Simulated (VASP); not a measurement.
# GaN in VASP: a series of runs

GaN is run at these levels: PBE; tasks: single point, relaxation of cell and atoms.

Program: VASP 6.6.1. These are calculated values, not measurements. Logs are shortened: lines on timing, memory, paths and dates and some standing lists are left out, and cuts for length are marked.

### Step 1. The cell of the first run

The structure is hexagonal, space group P6_3mc (No. 186). The conventional cell has a = 3.218 Å, b = 3.218 Å, c = 5.243 Å, α = 90.00°, β = 90.00°, γ = 120.00°. Ga (site symmetry 3m) has 4 N at 1.97 to 1.98 Å within 2.6 Å. Within 2.6 Å of N (site symmetry 3m) lie 4 Ga at 1.97 to 1.98 Å.

### Step 2. Single point, PBE

File INCAR:

```
ALGO = Normal
EDIFF = 1E-6
ENCUT = 600
GGA = PE
GGA_COMPAT = F
ISIF = 2
ISMEAR = 0
LASPH = T
LCHARG = F
LREAL = F
LWAVE = F
NBANDS = 26
NELM = 120
PREC = Accurate
SIGMA = 0.02
```

File KPOINTS:

```
k-points
0
Gamma
  11 11 8
```

File POSCAR:

```
GaN
1.0
    3.2183729185      0.0000000000      0.0000000000
   -1.6091864593      2.7871927063      0.0000000000
    0.0000000000      0.0000000000      5.2432021408
Ga N
2 2
Direct
    0.6666666667      0.3333333333      0.4991367103
    0.3333333333      0.6666666667      0.9991367103
    0.6666666667      0.3333333333      0.8758632897
    0.3333333333      0.6666666667      0.3758632897
```

Potentials or basis: VASP PAW PBE potentials, release 64 (Ga_d, N).

Run with:

```sh
$ cat potpaw_PBE.64/Ga_d/POTCAR potpaw_PBE.64/N/POTCAR > POTCAR
$ mpirun -np 1 vasp_std > vasp.out
```

OUTCAR:

```text
EDIFF = 1E-6
   ENCUT = 600
   GGA = PE
   ISIF = 2
   ISMEAR = 0
   LASPH = T
   LREAL = F
   NELM = 120
   PREC = Accurate

 ion  position               nearest neighbor table
   1  0.667  0.333  0.499-   4 1.97   4 1.97   4 1.97   3 1.98
   2  0.333  0.667  0.999-   3 1.97   3 1.97   3 1.97   4 1.98
   3  0.667  0.333  0.876-   2 1.97   2 1.97   2 1.97   1 1.98
   4  0.333  0.667  0.376-   1 1.97   1 1.97   1 1.97   2 1.98

  LATTYP: Found a hexagonal cell.
 ALAT       =     3.2183729185
 C/A-ratio  =     1.6291468620

  Lattice vectors:

 A1 = (   3.2183729185,   0.0000000000,   0.0000000000)
 A2 = (  -1.6091864593,   2.7871927063,   0.0000000000)
 A3 = (   0.0000000000,   0.0000000000,   5.2432021408)

Analysis of symmetry for initial positions (statically):
=====================================================================
 Subroutine PRICEL returns:
 Original cell was already a primitive cell.

 Routine SETGRP: Setting up the symmetry group for a
 hexagonal supercell.

 Subroutine GETGRP returns: Found 12 space group operations
 (whereof  6 operations were pure point group operations)
 out of a pool of 24 trial point group operations.

The static configuration has the point symmetry C_3v.
 The point group associated with its full space group is C_6v.

Analysis of symmetry for dynamics (positions and initial velocities):
=====================================================================
 Subroutine PRICEL returns:
 Original cell was already a primitive cell.

 Routine SETGRP: Setting up the symmetry group for a
 hexagonal supercell.

 Subroutine GETGRP returns: Found 12 space group operations
 (whereof  6 operations were pure point group operations)
 out of a pool of 24 trial point group operations.

The dynamic configuration has the point symmetry C_3v.
 The point group associated with its full space group is C_6v.

 Subroutine INISYM returns: Found 12 space group operations
 (whereof  6 operations are pure point group operations),
 and found     1 'primitive' translations

----------------------------------------------------------------------------------------

                                     Primitive cell

  volume of cell :      47.0327

  direct lattice vectors                    reciprocal lattice vectors
     3.218372919  0.000000000  0.000000000     0.310716013  0.179391973  0.000000000
    -1.609186459  2.787192706  0.000000000     0.000000000  0.358783947  0.000000000
     0.000000000  0.000000000  5.243202141     0.000000000  0.000000000  0.190723145

  length of vectors
     3.218372919  3.218372919  5.243202141     0.358783947  0.358783947  0.190723145

  position of ions in fractional coordinates (direct lattice)
     0.666666667  0.333333333  0.499136710
     0.333333333  0.666666667  0.999136710
     0.666666667  0.333333333  0.875863290
     0.333333333  0.666666667  0.375863290

  ion indices of the primitive-cell ions
   primitive index   ion index
                 1           1
                 2           2
                 3           3
                 4           4

----------------------------------------------------------------------------------------

 KPOINTS: k-points

Automatic generation of k-mesh.
 Grid dimensions read from file:
 generate k-points for:   11   11    8

 Generating k-lattice:

  Cartesian coordinates                     Fractional coordinates (reciprocal lattice)
     0.028246910  0.016308361  0.000000000     0.090909091  0.000000000  0.000000000
     0.000000000  0.032616722  0.000000000     0.000000000  0.090909091  0.000000000
     0.000000000  0.000000000  0.023840393     0.000000000  0.000000000  0.125000000

  Length of vectors
     0.032616722  0.032616722  0.023840393

  Shift w.r.t. Gamma in fractional coordinates (k-lattice)
     0.000000000  0.000000000  0.000000000

 Subroutine IBZKPT returns following result:
 ===========================================

 Found     80 irreducible k-points:

 Following reciprocal coordinates:
            Coordinates               Weight
  0.000000  0.000000  0.000000      1.000000
  0.090909  0.000000  0.000000      6.000000
  0.181818  0.000000  0.000000      6.000000
  0.272727  0.000000  0.000000      6.000000
  0.363636  0.000000  0.000000      6.000000
  0.454545 -0.000000  0.000000      6.000000
[... 16 lines left out ...]
  0.090909  0.090909  0.125000     12.000000
  0.181818  0.090909  0.125000     24.000000
 [... further k-points ...]
   k-points           NKPTS =     80   k-points in BZ     NKDIM =     80   number of bands    NBANDS=     26
   number of dos      NEDOS =    301   number of ions     NIONS =      4
   total plane-waves  NPLWV =  32928
   dimension x,y,z NGX =    28 NGY =   28 NGZ =   42
   dimension x,y,z NGXF=    56 NGYF=   56 NGZF=   84
   ions per type =               2   2
   NGX,Y,Z   is equivalent  to a cutoff of  14.46, 14.46, 13.32 a.u.
   NGXF,Y,Z  is equivalent  to a cutoff of  28.93, 28.93, 26.63 a.u.
 SYSTEM =  unknown system
   PREC   = accura    normal or accurate (medium, high low for compatibility)
   ISTART =      0    job   : 0-new  1-cont  2-samecut
   ICHARG =      2    charge: 1-file 2-atom 10-const
   ISPIN  =      1    spin polarized calculation?
   LNONCOLLINEAR =      F non collinear calculations
   LSORBIT =      F    spin-orbit coupling
   LASPH  =      T    aspherical Exc in radial PAW
   ENCUT  =  600.0 eV  44.10 Ry    6.64 a.u.   6.43  6.43 10.47*2*pi/ulx,y,z
   NELM   =    120;   NELMIN=  2; NELMDL= -5     # of ELM steps
   EDIFF  = 0.1E-05   stopping-criterion for ELM
   LREAL  =      F    real-space projection
   EDIFFG = 0.1E-04   stopping-criterion for IOM
   NSW    =      0    number of steps for IOM
   IBRION =     -1    ionic relax: 0-MD 1-quasi-New 2-CG
   NFREE  =      0    steps in history (QN), initial steepest desc. (CG)
   ISIF   =      2    stress and relaxation
   ISYM   =      2    0-nonsym 1-usesym 2-fastsym
   POTIM  = 0.5000    time-step for ionic-motion
   TEBEG  =    0.0;   TEEND  =   0.0 temperature during run
   PSTRESS=    0.0 pullay stress
   NELECT =      36.0000    total number of electrons
   NUPDOWN=      -1.0000    fix difference up-down
   EMIN   =  10.00;   EMAX   =-10.00  energy-range for DOS
   EFERMI =   0.00;   METHOD = LEGACY
   ISMEAR =     0;   SIGMA  =   0.02  broadening in eV -4-tet -1-fermi 0-gaus
   EFERMI_NEDOS =   21; number of points for ismear=-14 and -15
   IALGO  =     38    algorithm
   IMIX   =      4    mixing-type and parameters
     AMIX     =   0.40;   BMIX     =  1.00
     AMIX_MAG =   1.60;   BMIX_MAG =  1.00
  volume/ion in A,a.u.               =      11.76        79.35
  Fermi-wavevector in a.u.,A,eV,Ry     =   1.497531  2.829922 30.512393  2.242598
  Thomas-Fermi vector in A             =   2.609406
   LORBIT       =      0    0 simple, 1 ext, 2 COOP (PROOUT), +10 PAW based schemes
   GGA     = PE    functional components
   LHFCALC =     F    Hartree Fock is set to
   AEXX    =    0.0000 exact exchange contribution
   IVDW    =     0    specifies the selected vdW correction
   LEPSILON=     F    determine dielectric tensor
   LRPA    =     F    only Hartree local field effects (RPA)
 non-spin polarized calculation
 Gauss-broadening in eV      SIGMA  =   0.02
  energy-cutoff  :      600.00
  volume of cell :       47.03
 maximum number of plane-waves:      1591
 NGX is ok and might be reduce to    28
   NGX = 13   NGY = 13   NGZ = 21

 number of electron      36.0000002 magnetization

 Free energy of the ion-electron system (eV)
  ---------------------------------------------------
  ext. energy  EPLUGINS =         0.00000000
  ---------------------------------------------------
  free energy    TOTEN  =       -24.33085145 eV

  energy without entropy =      -24.33085145  energy(sigma->0) =      -24.33085145

 E-fermi :   5.0904     XC(G=0): -11.5151

 val. band max:        5.0085939834   @ k =   0.0000   0.0000   0.0000
 cond. band min:       6.7244415874   @ k =   0.0000   0.0000   0.0000
 fundamental gap:      1.7158476040
 Fermi energy:         5.0903740093

 k-point     1 :       0.0000    0.0000    0.0000
  band No.  band energies     occupation
      1     -10.7273      2.00000
      2      -9.9040      2.00000
      3      -8.4124      2.00000
      4      -8.3979      2.00000
      5      -8.3979      2.00000
      6      -8.3422      2.00000
[... 18 lines left out ...]
     25      16.4965      0.00000
     26      16.4965      0.00000

 k-point     2 :       0.0909    0.0000    0.0000
  band No.  band energies     occupation
      1     -10.6511      2.00000
      2      -9.8855      2.00000
      3      -8.4050      2.00000
      4      -8.3870      2.00000
      5      -8.3701      2.00000
      6      -8.3334      2.00000
[... 18 lines left out ...]
     25      16.1107      0.00000
     26      16.6718      0.00000

 k-point     3 :       0.1818    0.0000    0.0000
  band No.  band energies     occupation
      1     -10.4498      2.00000
      2      -9.8420      2.00000
      3      -8.3795      2.00000
      4      -8.3616      2.00000
      5      -8.3135      2.00000
      6      -8.2874      2.00000
[... 18 lines left out ...]
     25      16.2118      0.00000
     26      17.0728      0.00000

 k-point     4 :       0.2727    0.0000    0.0000
  band No.  band energies     occupation
      1     -10.2045      2.00000
      2      -9.7986      2.00000
      3      -8.3564      2.00000
      4      -8.3395      2.00000
      5      -8.2728      2.00000
      6      -8.2358      2.00000
[... 18 lines left out ...]
     25      16.2739      0.00000
     26      17.6219      0.00000

 k-point     5 :       0.3636    0.0000    0.0000
  band No.  band energies     occupation
      1     -10.0140      2.00000
      2      -9.7712      2.00000
      3      -8.3478      2.00000
      4      -8.3310      2.00000
      5      -8.2507      2.00000
      6      -8.1990      2.00000
[... 18 lines left out ...]
     25      16.6589      0.00000
     26      17.9484      0.00000

 k-point     6 :       0.4545   -0.0000    0.0000
  band No.  band energies     occupation
      1      -9.9222      2.00000
      2      -9.7602      2.00000
      3      -8.3500      2.00000
      4      -8.3303      2.00000
      5      -8.2425      2.00000
      6      -8.2014      2.00000
[... 427 lines left out ...]
 k-point    21 :       0.3636    0.0000    0.1250
  band No.  band energies     occupation
      1      -9.9959      2.00000
      2      -9.7720      2.00000
      3      -8.3508      2.00000
      4      -8.3253      2.00000
      5      -8.2561      2.00000
      6      -8.2107      2.00000
[... 18 lines left out ...]
     25      16.4441      0.00000
     26      17.9473      0.00000

 k-point    22 :       0.4545   -0.0000    0.1250
  band No.  band energies     occupation
      1      -9.9089      2.00000
      2      -9.7594      2.00000
      3      -8.3539      2.00000
      4      -8.3236      2.00000
      5      -8.2392      2.00000
      6      -8.2249      2.00000
[... 18 lines left out ...]
     25      16.6692      0.00000
     26      18.1128      0.00000

 k-point    23 :       0.0909    0.0909    0.1250
  band No.  band energies     occupation
      1     -10.4743      2.00000
      2      -9.8643      2.00000
      3      -8.3836      2.00000
      4      -8.3683      2.00000
      5      -8.3217      2.00000
      6      -8.3200      2.00000
[... 18 lines left out ...]
     25      15.6429      0.00000
     26      16.8607      0.00000

 k-point    24 :       0.1818    0.0909    0.1250
  band No.  band energies     occupation
      1     -10.2581      2.00000
      2      -9.8178      2.00000
      3      -8.3571      2.00000
      4      -8.3484      2.00000
      5      -8.2931      2.00000
      6      -8.2718      2.00000
[... 18 lines left out ...]
     25      15.8462      0.00000
     26      17.3811      0.00000

 [... further k-points ...]
[... 5 lines left out ...]
  --------------------------------------------------------------------------------------
  -------------------------------------------------------------------------------------
  Total       -0.0021412     -0.0021412      0.0071827      0.0000000      0.0000000      0.0000000
  in kB       -0.0729400     -0.0729400      0.2446787      0.0000000      0.0000000      0.0000000
  external PRESSURE =       0.0329329 kB  Pullay stress =       0.0000000 kB

 VOLUME and BASIS-vectors are now :
 -----------------------------------------------------------------------------
  energy-cutoff  :      600.00
  volume of cell :       47.03
      direct lattice vectors                 reciprocal lattice vectors
     3.218372919  0.000000000  0.000000000     0.310716013  0.179391973  0.000000000
    -1.609186459  2.787192706  0.000000000     0.000000000  0.358783947  0.000000000
     0.000000000  0.000000000  5.243202141     0.000000000  0.000000000  0.190723145

 POSITION                                       TOTAL-FORCE (eV/Angst)
 -----------------------------------------------------------------------------------
      1.60919      0.92906      2.61707         0.000000      0.000000     -0.000014
     -0.00000      1.85813      5.23868        -0.000000     -0.000000     -0.000014
      1.60919      0.92906      4.59233         0.000000      0.000000      0.000014
     -0.00000      1.85813      1.97073        -0.000000      0.000000      0.000014
 -----------------------------------------------------------------------------------
    total drift:                                0.000000      0.000001      0.000223

  FREE ENERGIE OF THE ION-ELECTRON SYSTEM (eV)
  ---------------------------------------------------
  free  energy   TOTEN  =       -24.3308514515 eV

  energy  without entropy=      -24.3308514515  energy(sigma->0) =      -24.33085145
```

Wall time 64 s (1 thread of AMD EPYC 9R45 (Zen 5), shared host); peak memory 0.21 GiB.

Results:

```
Free energy            : -24.3309 eV
Pressure               : 0.0 GPa
Band gap on the k mesh : 1.72 eV
```

Caveat: an odd mesh through Γ misses points on the zone boundary, where band edges can lie.

### Step 3. Relaxation of cell and atoms, PBE

This run uses another cell than the first one, of 11.43 Å³/atom.

File INCAR:

```
PREC     = Accurate       # precision mode
ENCUT    = 600            # plane-wave cutoff, eV
EDIFF    = 1E-7           # SCF threshold, eV
ISMEAR   = 0              # smearing method
SIGMA    = 0.02           # smearing width, eV
LREAL    = F              # projectors in reciprocal space
LASPH    = T              # aspherical terms in the spheres
NELM     = 120            # most SCF steps
ALGO     = Normal         # electronic algorithm
ISIF     = 3              # what is computed and relaxed
LWAVE    = F              # write WAVECAR
LCHARG   = F              # write CHGCAR
GGA      = PE             # functional
IBRION   = 2              # ionic algorithm
NSW      = 100            # ionic steps
EDIFFG   = -0.005         # ionic threshold
GGA_COMPAT= F            
NELMIN   = 4
```

File KPOINTS:

```
Automatic mesh
0
Gamma
  11 11 8
```

File POSCAR:

```
GaN
1.0
    3.1889304035      0.0000000000      0.0000000000
   -1.5944652018      2.7616947404      0.0000000000
    0.0000000000      0.0000000000      5.1923572500
Ga N
2 2
Direct
    0.6666666700      0.3333333300      0.4990837100
    0.3333333300      0.6666666700      0.9990837100
    0.6666666700      0.3333333300      0.8759162900
    0.3333333300      0.6666666700      0.3759162900
```

Potentials or basis: VASP PAW PBE potentials, release 64 (Ga_d, N).

Run with:

```sh
$ cat potpaw_PBE.64/Ga_d/POTCAR potpaw_PBE.64/N/POTCAR > POTCAR
$ mpirun -np 1 vasp_std > vasp.out
```

Run time: 2.4 min. Hardware: 1 thread of AMD EPYC 9R45 (Zen 5), shared host; peak memory 0.2 GiB.

Results (log left out):

| Item | Value |
| --- | --- |
| Free energy | -24.3290 eV |
| Relaxed volume | 11.76 Å³/atom |
| Relaxed cell | a = 3.219 Å, b = 3.219 Å, c = 5.242 Å, α = 90.00°, β = 90.00°, γ = 120.00° |
| Space group after relaxing (to 0.1 Å) | P6_3mc (No. 186) |
| Energy gained by relaxing | 5.0 meV/atom |
| Ionic steps | 3 |
| Pressure after relaxing | 0.0 GPa |
| Band gap on the k mesh | 1.72 eV |

Stress tensor (GPa, compression positive):
```
-0.05  0.00  0.00
 0.00 -0.05  0.00
 0.00  0.00  0.06
```

The path:
```
step  energy change (eV)  largest force (eV/Å)  pressure (GPa)  volume (Å³)
   1              0.0000                0.0058            5.06        45.73
   2             -0.0060                0.0043           -3.85        48.16
   3             -0.0200                0.0002           -0.01        47.03
```

Final structure:
```cif
data_structure
_symmetry_space_group_name_H-M 'P 1'
_symmetry_Int_Tables_number 1
_cell_length_a 3.2186
_cell_length_b 3.2186
_cell_length_c 5.2420
_cell_angle_alpha 90.000
_cell_angle_beta 90.000
_cell_angle_gamma 120.000
_cell_volume 47.03
loop_
_atom_site_label
_atom_site_type_symbol
_atom_site_fract_x
_atom_site_fract_y
_atom_site_fract_z
_atom_site_occupancy
Ga1 Ga 0.66667 0.33333 0.49911 1
Ga2 Ga 0.33333 0.66667 0.99911 1
N1 N 0.66667 0.33333 0.87589 1
N2 N 0.33333 0.66667 0.37589 1
```

Levels at points of the mesh, in eV from the valence-band top:
| k point | band 14 | band 15 | band 16 | band 17 | band 18 | band 19 | band 20 | band 21 | band 22 |
| --- | --- | --- | --- | --- | --- | --- | --- | --- | --- |
| (0.00, 0.00, 0.00) | -1.00 | -1.00 | -0.03 | 0.00 | 0.00 | 1.72 | 4.06 | 9.03 | 9.73 |
| (0.00, 0.00, 0.50) | -3.79 | -0.51 | -0.51 | -0.51 | -0.51 | 4.06 | 4.06 | 8.31 | 8.31 |

Caveat: an odd mesh through Γ misses points on the zone boundary, where band edges can lie.

(Continued in part 2 of 2.)
